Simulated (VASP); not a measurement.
# Sb (P4/mmm) in VASP: notebook

Runs on Sb. Level: PBEsol. Tasks: single point.

All numbers are computed with VASP 6.6.1; they aren't measurements. Logs are shortened: lines on timing, memory, paths and dates and some standing lists are left out, and cuts for length are marked.

**1. The cell of the first run**

Symmetry: P4/mmm, No. 123, tetragonal system. Conventional cell: a = 3.318 Å, b = 3.318 Å, c = 3.160 Å, α = 90.00°, β = 90.00°, γ = 90.00°. Sb (site symmetry 4/mmm) has 6 Sb at 3.16 to 3.32 Å within 4.2 Å.

**2. Single point, PBEsol (strain +0.050 along x and y, +0.000 along z)**

INCAR

```
SYSTEM = Sb
ALGO = Normal
EDIFF = 1E-6
ENCUT = 520
GGA = PS
ISIF = 2
ISMEAR = 0
LASPH = .True.
LCHARG = .False.
LREAL = .False.
LWAVE = .False.
NBANDS = 8
NELM = 80
PREC = Accurate
SIGMA = 0.15
```

KPOINTS

```
k-points
0
Gamma
  16 16 16
  0 0 0
```

POSCAR

```
Sb
1.0
    3.3180000000      0.0000000000      0.0000000000
    0.0000000000      3.3180000000      0.0000000000
    0.0000000000      0.0000000000      3.1600000000
Sb
1
Direct
    0.0000000000      0.0000000000      0.0000000000
```

Potentials or basis: VASP PAW PBE potentials, release 64 (Sb).

Launch:

```bash
$ cat potpaw_PBE.64/Sb/POTCAR > POTCAR
$ mpirun -np 1 vasp_std > vasp.out
```

OUTCAR:

```text
SYSTEM = Sb
   EDIFF = 1E-6
   ENCUT = 520
   GGA = PS
   ISIF = 2
   ISMEAR = 0
   LASPH = .True.
   LREAL = .False.
   NELM = 80
   PREC = Accurate

 ion  position               nearest neighbor table
   1  0.000  0.000  0.000-

  LATTYP: Found a simple tetragonal cell.
 ALAT       =     3.3180000000
 C/A-ratio  =     0.9523809524

  Lattice vectors:

 A1 = (   3.3180000000,   0.0000000000,   0.0000000000)
 A2 = (   0.0000000000,   3.3180000000,   0.0000000000)
 A3 = (   0.0000000000,   0.0000000000,   3.1600000000)

Analysis of symmetry for initial positions (statically):
=====================================================================
 Subroutine PRICEL returns:
 Original cell was already a primitive cell.

 Routine SETGRP: Setting up the symmetry group for a
 simple tetragonal supercell.

 Subroutine GETGRP returns: Found 16 space group operations
 (whereof 16 operations were pure point group operations)
 out of a pool of 16 trial point group operations.

The static configuration has the point symmetry D_4h.

Analysis of symmetry for dynamics (positions and initial velocities):
=====================================================================
 Subroutine PRICEL returns:
 Original cell was already a primitive cell.

 Routine SETGRP: Setting up the symmetry group for a
 simple tetragonal supercell.

 Subroutine GETGRP returns: Found 16 space group operations
 (whereof 16 operations were pure point group operations)
 out of a pool of 16 trial point group operations.

The dynamic configuration has the point symmetry D_4h.

 Subroutine INISYM returns: Found 16 space group operations
 (whereof 16 operations are pure point group operations),
 and found     1 'primitive' translations

----------------------------------------------------------------------------------------

                                     Primitive cell

  volume of cell :      34.7888

  direct lattice vectors                    reciprocal lattice vectors
     3.318000000  0.000000000  0.000000000     0.301386377  0.000000000  0.000000000
     0.000000000  3.318000000  0.000000000     0.000000000  0.301386377  0.000000000
     0.000000000  0.000000000  3.160000000     0.000000000  0.000000000  0.316455696

  length of vectors
     3.318000000  3.318000000  3.160000000     0.301386377  0.301386377  0.316455696

  position of ions in fractional coordinates (direct lattice)
[... 73 lines left out ...]
   LSORBIT =      F    spin-orbit coupling
   LASPH  =      T    aspherical Exc in radial PAW
   ENCUT  =  520.0 eV  38.22 Ry    6.18 a.u.   6.17  6.17  5.88*2*pi/ulx,y,z
   NELM   =     80;   NELMIN=  2; NELMDL= -5     # of ELM steps
   EDIFF  = 0.1E-05   stopping-criterion for ELM
   LREAL  =      F    real-space projection
   EDIFFG = 0.1E-04   stopping-criterion for IOM
   NSW    =      0    number of steps for IOM
   IBRION =     -1    ionic relax: 0-MD 1-quasi-New 2-CG
   NFREE  =      0    steps in history (QN), initial steepest desc. (CG)
   ISIF   =      2    stress and relaxation
   ISYM   =      2    0-nonsym 1-usesym 2-fastsym
   POTIM  = 0.5000    time-step for ionic-motion
   TEBEG  =    0.0;   TEEND  =   0.0 temperature during run
   PSTRESS=    0.0 pullay stress
   NELECT =       5.0000    total number of electrons
   NUPDOWN=      -1.0000    fix difference up-down
   EMIN   =  10.00;   EMAX   =-10.00  energy-range for DOS
   EFERMI =   0.00;   METHOD = LEGACY
   ISMEAR =     0;   SIGMA  =   0.15  broadening in eV -4-tet -1-fermi 0-gaus
   EFERMI_NEDOS =   21; number of points for ismear=-14 and -15
   IALGO  =     38    algorithm
   IMIX   =      4    mixing-type and parameters
     AMIX     =   0.40;   BMIX     =  1.00
     AMIX_MAG =   1.60;   BMIX_MAG =  1.00
  volume/ion in A,a.u.               =      34.79       234.77
  Fermi-wavevector in a.u.,A,eV,Ry     =   0.857534  1.620505 10.005252  0.735365
  Thomas-Fermi vector in A             =   1.974602
   LORBIT       =      0    0 simple, 1 ext, 2 COOP (PROOUT), +10 PAW based schemes
   GGA     = PS    functional components
   LHFCALC =     F    Hartree Fock is set to
   AEXX    =    0.0000 exact exchange contribution
   IVDW    =     0    specifies the selected vdW correction
   LEPSILON=     F    determine dielectric tensor
   LRPA    =     F    only Hartree local field effects (RPA)
 non-spin polarized calculation
 Gauss-broadening in eV      SIGMA  =   0.15
  energy-cutoff  :      520.00
  volume of cell :       34.79
 maximum number of plane-waves:       960
 NGX is ok and might be reduce to    28
   NGX = 13   NGY = 13   NGZ = 11

 number of electron       5.0000001 magnetization

 Free energy of the ion-electron system (eV)
  ---------------------------------------------------
  ext. energy  EPLUGINS =         0.00000000
  ---------------------------------------------------
  free energy    TOTEN  =        -4.35004058 eV

  energy without entropy =       -4.34363665  energy(sigma->0) =       -4.34683861

 E-fermi :   5.1857     XC(G=0):  -9.1179

 val. band max:        5.1831086169   @ k =   0.1875   0.1875   0.1250
 cond. band min:       5.1929043344   @ k =   0.2500   0.1250   0.3750
 fundamental gap:      0.0097957175
 Fermi energy:         5.1857416423

 k-point     1 :       0.0000    0.0000    0.0000
  band No.  band energies     occupation
      1      -6.1516      2.00000
      2       7.6677      0.00000
      3       7.6677      0.00000
      4       8.8661      0.00000
      5      11.7281      0.00000
      6      11.7408      0.00000
      7      12.9847      0.00000
      8      21.5766      0.00000
[... 243 lines left out ...]
 k-point    24 :       0.5000    0.1250    0.0000
  band No.  band energies     occupation
      1      -4.2407      2.00000
      2       0.7954      2.00000
      3       7.4878      0.00000
      4      10.4527      0.00000
      5      12.7482      0.00000
      6      14.8330      0.00000
      7      16.5564      0.00000
      8      16.8056      0.00000

 [... further k-points ...]
[... 5 lines left out ...]
  --------------------------------------------------------------------------------------
  -------------------------------------------------------------------------------------
  Total       -1.8346698     -1.8346698     -1.3171352      0.0000000      0.0000000     -0.0000000
  in kB      -84.4945391    -84.4945391    -60.6598154      0.0000000      0.0000000     -0.0000000
  external PRESSURE =     -76.5496312 kB  Pullay stress =       0.0000000 kB

 VOLUME and BASIS-vectors are now :
 -----------------------------------------------------------------------------
  energy-cutoff  :      520.00
  volume of cell :       34.79
      direct lattice vectors                 reciprocal lattice vectors
     3.318000000  0.000000000  0.000000000     0.301386377  0.000000000  0.000000000
     0.000000000  3.318000000  0.000000000     0.000000000  0.301386377  0.000000000
     0.000000000  0.000000000  3.160000000     0.000000000  0.000000000  0.316455696

 POSITION                                       TOTAL-FORCE (eV/Angst)
 -----------------------------------------------------------------------------------
      0.00000      0.00000      0.00000         0.000000      0.000000      0.000000
 -----------------------------------------------------------------------------------
    total drift:                                0.000000      0.000000      0.000000

  FREE ENERGIE OF THE ION-ELECTRON SYSTEM (eV)
  ---------------------------------------------------
  free  energy   TOTEN  =        -4.3500405777 eV

  energy  without entropy=       -4.3436366508  energy(sigma->0) =       -4.34683861
```

stdout:

```text
POSCAR found type information on POSCAR Sb
 POSCAR found :  1 types and       1 ions
 scaLAPACK will be used
 -----------------------------------------------------------------------------
|                                                                             |
|                                                                             |
|     You enforced a specific xc type in the INCAR file but a different       |
|     I HOPE YOU KNOW WHAT YOU ARE DOING!                                     |
|                                                                             |
 -----------------------------------------------------------------------------

 LDA part: xc-table for (Slater+PW92), standard interpolation
 POSCAR, INCAR and KPOINTS ok, starting setup
 FFT: planning ... GRIDC
 FFT: planning ... GRID_SOFT
 FFT: planning ... GRID
 WAVECAR not read
 entering main loop
```

It took 37 s on 1 thread of AMD EPYC 9R45 (Zen 5), shared host; peak memory 0.21 GiB.

Results:

| Quantity | Value |
| --- | --- |
| Free energy | -4.3500 eV |
| Pressure | -7.7 GPa |

Stress tensor (GPa, compression positive):
```
-8.45  0.00  0.00
 0.00 -8.45  0.00
 0.00  0.00 -6.07
```

Caveat: the cell differs from its parent crystal (strain +0.050 along x and y, +0.000 along z); the PAW data sets were made with another functional, which shifts forces and pressure a little; spin-orbit coupling is left out, which moves the levels of the heavy elements.

**3. Single point, PBEsol (strain +0.050 along x and y, +0.025 along z)**

INCAR

```
SYSTEM = Sb
PREC = Accurate
ENCUT = 520
EDIFF = 1E-6
ISMEAR = 0
SIGMA = 0.15
LREAL = .False.
LASPH = .True.
NELM = 60
ALGO = Normal
ISIF = 2
LWAVE = .False.
LCHARG = .True.
GGA = PS
LELF = .True.
LVHAR = .True.
NBANDS = 8
```

KPOINTS

```
regular mesh
0
Gamma
  16 16 16
  0 0 0
```

Edit POSCAR of step 2 so:

```diff
@@ -4,3 +4,3 @@
     0.0000000000      3.3180000000      0.0000000000
-    0.0000000000      0.0000000000      3.1600000000
+    0.0000000000      0.0000000000      3.2390000000
 Sb
```

Potentials or basis: VASP PAW PBE potentials, release 64 (Sb).

Launch:

```bash
$ cat potpaw_PBE.64/Sb/POTCAR > POTCAR
$ mpirun -np 1 vasp_std > vasp.out
```

It took 38 s on 1 thread of AMD EPYC 9R45 (Zen 5), shared host; peak memory 0.21 GiB.

The run converged. Its results:

* Free energy: -4.3121 eV
* Pressure: -8.3 GPa

Stress tensor (GPa, compression positive):
```
-8.56  0.00  0.00
 0.00 -8.56  0.00
 0.00  0.00 -7.74
```

Levels at points of the mesh, in eV from the Fermi level:
```tsv
k point	band 1	band 2	band 3	band 4	band 5	band 6
(0.00, 0.00, 0.00)	-11.18	2.61	2.61	3.18	6.65	6.70
(0.50, 0.00, 0.00)	-9.44	-4.45	4.04	4.60	8.53	10.05
(0.50, 0.50, 0.00)	-7.65	-2.84	-2.84	2.69	5.98	11.64
(0.00, 0.00, 0.50)	-9.18	-4.52	4.24	4.24	8.60	9.80
(0.50, 0.00, 0.50)	-7.38	-2.95	-2.65	2.73	5.61	11.45
(0.50, 0.50, 0.50)	-5.47	-1.50	-1.18	-1.18	4.98	4.98
```

Caveat: the cell differs from its parent crystal (strain +0.050 along x and y, +0.025 along z); the PAW data sets were made with another functional, which shifts forces and pressure a little; spin-orbit coupling is left out, which moves the levels of the heavy elements.
